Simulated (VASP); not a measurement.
Set up this calculation in VASP 6.6.1, as the native input.

| Property | Result |
| --- | --- |
| Task | single point |
| Functional | PBEsol |
| Potentials or basis | VASP PAW PBE potentials, release 64 (Mn_pv, O) |
| Cutoff | 520 eV |
| k mesh | 5 × 8 × 7 |
| Occupations | fermi-dirac, width 0.03 eV |
| Spin | collinear spin, ferromagnetic start |
| Starting moments | [4.7, 4.7, 0.19, 0.19] μB |
| Hubbard terms | Mn d U = 4.3 eV |
| Dipole correction | no |
| Further INCAR settings | ALGO = Normal; EDIFF = 1e-07; NBANDS = 31; ISYM = 0 |

The structure of MnO lies in POSCAR:

```
MnO
1.0
   -2.2210000000     -4.4420000000     -2.2210000000
   -2.2210000000      0.0000000000     -2.2210000000
    2.2210000000      0.0000000000     -2.2210000000
Mn O
2 2
Direct
    0.0000000000      0.0000000000      0.0000000000
    0.5000000000      0.0000000000      0.5000000000
    0.0000000000      0.5000000000      0.5000000000
    0.5000000000      0.5000000000      0.0000000000
```

The input as run:

INCAR

```
PREC = Accurate ; ENCUT = 520
EDIFF = 1E-7 ; ISMEAR = -1
SIGMA = 0.03 ; LREAL = F
LASPH = T ; NELM = 150
ALGO = Normal ; ISIF = 2
LWAVE = F ; LCHARG = F
ISPIN = 2 ; MAGMOM = 4.7 4.7 0.19 0.19
LORBIT = 11 ; LMAXMIX = 4
LDAU = T ; LDAUTYPE = 2
LDAUL = 2 -1 ; LDAUU = 4.3 0
LDAUJ = 0 0 ; LDAUPRINT = 1
GGA = PS ; ISYM = 0
NBANDS = 31
```

KPOINTS

```
regular mesh
0
Gamma
  5 8 7
```

Potentials or basis: VASP PAW PBE potentials, release 64 (Mn_pv, O).

Command:

```sh
$ cat potpaw_PBE.64/Mn_pv/POTCAR potpaw_PBE.64/O/POTCAR > POTCAR
$ mpirun -np 1 vasp_std > vasp.out
```

Results of the run:

* Pressure: 1.9 GPa
* Band gap on the k mesh: 0.18 eV
* Net moment: 10.00 μB per cell
* Site moments: Mn +4.62; O +0.14 μB
* Valence electrons inside the program's atomic spheres: Mn 11.36; O 4.99

Caveat: semilocal functionals underestimate gaps, and a narrow one can read as zero; the PAW data sets were made with another functional, which shifts forces and pressure a little; the run started ferromagnetic, and an antiferromagnetic order may lie lower in energy.

It took 3.7 min on 1 thread of AMD EPYC 9R14 (Zen 4), on a shared host, peak memory 0.34 GiB.
